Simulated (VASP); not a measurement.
# Ag (I4/mmm) in VASP: further runs, part 2 of 2

VASP 6.6.1. The steps go on from the part before.

### 3 Single point, PBE (strain -0.040 along x and y, -0.080 along z)

INCAR reads:

```
SYSTEM = Ag
ALGO     = Fast           ! electronic algorithm
EDIFF    = 1E-6           ! SCF threshold, eV
ENCUT    = 520            ! plane-wave cutoff, eV
GGA      = PE             ! functional
ISIF     = 2              ! what is computed and relaxed
ISMEAR   = 0              ! smearing method
LASPH    = .True.         ! aspherical terms in the spheres
LCHARG   = .True.         ! write CHGCAR
LELF     = .True.         ! ELF
LREAL    = .False.        ! projectors in reciprocal space
LVHAR    = .True.       
LWAVE    = .False.        ! write WAVECAR
NBANDS   = 12             ! bands
NELM     = 80             ! most SCF steps
PREC     = Accurate       ! precision mode
SIGMA    = 0.15           ! smearing width, eV
```

KPOINTS reads:

```
k-points
0
Gamma
  20 20 20
  0 0 0
```

POSCAR reads:

```
Ag
1.0
    0.0000000000      1.9613760000      1.8796520000
    1.9613760000      0.0000000000      1.8796520000
    1.9613760000      1.9613760000      0.0000000000
Ag
1
Direct
    0.0000000000      0.0000000000      0.0000000000
```

Potentials or basis: VASP PAW PBE potentials, release 64 (Ag).

The run is started by

```console
$ cat potpaw_PBE.64/Ag/POTCAR > POTCAR
$ mpirun -np 1 vasp_std > vasp.out
```

OUTCAR:

```text
SYSTEM = Ag
   EDIFF = 1E-6
   ENCUT = 520
   GGA = PE
   ISIF = 2
   ISMEAR = 0
   LASPH = .True.
   LREAL = .False.
   NELM = 80
   PREC = Accurate

 ion  position               nearest neighbor table
   1  0.000  0.000  0.000-

  LATTYP: Found a body centered tetragonal cell.
 ALAT       =     2.7738045401
 C/A-ratio  =     1.3552879973

  Lattice vectors:

 A1 = (   0.0000000000,  -1.9613760000,  -1.8796520000)
 A2 = (   0.0000000000,   1.9613760000,  -1.8796520000)
 A3 = (   1.9613760000,   0.0000000000,   1.8796520000)

Analysis of symmetry for initial positions (statically):
=====================================================================
 Subroutine PRICEL returns:
 Original cell was already a primitive cell.

 Routine SETGRP: Setting up the symmetry group for a
 body centered tetragonal supercell.

 Subroutine GETGRP returns: Found 16 space group operations
 (whereof 16 operations were pure point group operations)
 out of a pool of 16 trial point group operations.

The static configuration has the point symmetry D_4h.

Analysis of symmetry for dynamics (positions and initial velocities):
=====================================================================
 Subroutine PRICEL returns:
 Original cell was already a primitive cell.

 Routine SETGRP: Setting up the symmetry group for a
 body centered tetragonal supercell.

 Subroutine GETGRP returns: Found 16 space group operations
 (whereof 16 operations were pure point group operations)
 out of a pool of 16 trial point group operations.

The dynamic configuration has the point symmetry D_4h.

 Subroutine INISYM returns: Found 16 space group operations
 (whereof 16 operations are pure point group operations),
 and found     1 'primitive' translations

----------------------------------------------------------------------------------------

                                     Primitive cell

[... 110 lines left out ...]
  Fermi-wavevector in a.u.,A,eV,Ry     =   1.494386  2.823979 30.384372  2.233188
  Thomas-Fermi vector in A             =   2.606665
   LORBIT       =      0    0 simple, 1 ext, 2 COOP (PROOUT), +10 PAW based schemes
   GGA     = PE    functional components
   LHFCALC =     F    Hartree Fock is set to
   AEXX    =    0.0000 exact exchange contribution
   IVDW    =     0    specifies the selected vdW correction
   LEPSILON=     F    determine dielectric tensor
   LRPA    =     F    only Hartree local field effects (RPA)
 non-spin polarized calculation
 RMM-DIIS sequential band-by-band and
 Gauss-broadening in eV      SIGMA  =   0.15
  energy-cutoff  :      520.00
  volume of cell :       14.46
 maximum number of plane-waves:       404
   NGX =  9   NGY =  9   NGZ = 11

 number of electron      11.0000002 magnetization

 Free energy of the ion-electron system (eV)
  ---------------------------------------------------
  ext. energy  EPLUGINS =         0.00000000
  ---------------------------------------------------
  free energy    TOTEN  =        -2.42854694 eV

  energy without entropy =       -2.42604603  energy(sigma->0) =       -2.42729648

 E-fermi :  10.9991     XC(G=0): -13.2222

 val. band max:       10.9749020421   @ k =   0.5000   0.1000   0.2500
 cond. band min:      11.0143603660   @ k =   0.4500   0.2500   0.0000
 fundamental gap:      0.0394583239
 Fermi energy:        10.9991284038

 k-point     1 :       0.0000    0.0000    0.0000
  band No.  band energies     occupation
      1       1.8813      2.00000
      2       5.3535      2.00000
      3       5.3535      2.00000
      4       5.6828      2.00000
      5       6.6526      2.00000
      6       7.0077      2.00000
      7      27.2502      0.00000
      8      31.4813      0.00000
      9      31.4813      0.00000
     10      32.4109      0.00000
     11      37.0692      0.00000
     12      39.0619      0.00000
[... 331 lines left out ...]
 k-point    24 :      -0.3500    0.0500    0.0000
  band No.  band energies     occupation
      1       3.5698      2.00000
      2       5.4158      2.00000
      3       5.6731      2.00000
      4       7.0853      2.00000
      5       7.4464      2.00000
      6       8.3043      2.00000
      7      18.9462      0.00000
      8      27.0861      0.00000
      9      30.6396      0.00000
     10      31.6798      0.00000
     11      35.4833      0.00000
     12      36.0857      0.00000

 [... further k-points ...]
[... 5 lines left out ...]
  --------------------------------------------------------------------------------------
  -------------------------------------------------------------------------------------
  Total        3.0551959      3.0551959      3.2749637      0.0000000      0.0000000      0.0000000
  in kB      338.4702382    338.4702382    362.8172381      0.0000000      0.0000000      0.0000000
  external PRESSURE =     346.5859049 kB  Pullay stress =       0.0000000 kB

 VOLUME and BASIS-vectors are now :
 -----------------------------------------------------------------------------
  energy-cutoff  :      520.00
  volume of cell :       14.46
      direct lattice vectors                 reciprocal lattice vectors
     0.000000000  1.961376000  1.879652000    -0.254923074  0.254923074  0.266006686
     1.961376000  0.000000000  1.879652000     0.254923074 -0.254923074  0.266006686
     1.961376000  1.961376000  0.000000000     0.254923074  0.254923074 -0.266006686

 POSITION                                       TOTAL-FORCE (eV/Angst)
 -----------------------------------------------------------------------------------
      0.00000      0.00000      0.00000        -0.000000      0.000000      0.000000
 -----------------------------------------------------------------------------------
    total drift:                                0.000000     -0.000000      0.000000

  FREE ENERGIE OF THE ION-ELECTRON SYSTEM (eV)
  ---------------------------------------------------
  free  energy   TOTEN  =        -2.4285469392 eV

  energy  without entropy=       -2.4260460284  energy(sigma->0) =       -2.42729648
```

OSZICAR:

```text
N       E                     dE             d eps       ncg     rms          rms(c)
DAV:   1     0.532163888904E+02    0.53216E+02   -0.55948E+03 15488   0.849E+02
DAV:   2    -0.189539508273E+01   -0.55112E+02   -0.52277E+02 17996   0.203E+02
DAV:   3    -0.272126015130E+01   -0.82587E+00   -0.82532E+00 18224   0.256E+01
DAV:   4    -0.272359363266E+01   -0.23335E-02   -0.23334E-02 17836   0.144E+00
DAV:   5    -0.272360886308E+01   -0.15230E-04   -0.15229E-04 18352   0.102E-01    0.839E+00
RMM:   6    -0.245188281216E+01    0.27173E+00   -0.32233E-01 15799   0.527E+00    0.501E+00
RMM:   7    -0.243303478924E+01    0.18848E-01   -0.16011E-02 17344   0.140E+00    0.249E+00
RMM:   8    -0.242854210521E+01    0.44927E-02   -0.16811E-03 17952   0.401E-01    0.197E-01
RMM:   9    -0.242854529025E+01   -0.31850E-05   -0.17223E-04 19726   0.121E-01    0.853E-02
RMM:  10    -0.242854540516E+01   -0.11491E-06   -0.30050E-05 18922   0.444E-02    0.409E-02
RMM:  11    -0.242854693601E+01   -0.15308E-05   -0.81884E-06 17125   0.175E-02    0.105E-02
RMM:  12    -0.242854693916E+01   -0.31580E-08   -0.12535E-06 13786   0.903E-03
   1 F= -.24285469E+01 E0= -.24272965E+01  d E =-.250091E-02
```

Run time: 69 s. Hardware: 1 thread of Intel Xeon Platinum 8375C at 2.90GHz (Ice Lake), shared host; peak memory 0.22 GiB.

What came out:

```yaml
Free_energy: -2.4285 eV
Pressure: 34.7 GPa
```

Stress tensor (GPa, compression positive):
```
33.85  0.00  0.00
 0.00 33.85  0.00
 0.00  0.00 36.28
```

Levels at points of the mesh, in eV from the Fermi level:
```tsv
k point	band 4	band 5	band 6	band 7	band 8	band 9
(0.00, 0.00, 0.00)	-5.32	-4.35	-3.99	16.25	20.48	20.48
(0.50, 0.00, 0.00)	-3.19	-3.02	-0.92	4.59	15.41	19.04
(0.50, 0.50, 0.00)	-2.81	-2.81	1.98	8.89	10.92	10.92
(0.50, 0.00, 0.50)	-2.96	-2.71	1.12	7.71	11.65	11.86
```

Caveat: the cell differs from its parent crystal (strain -0.040 along x and y, -0.080 along z).
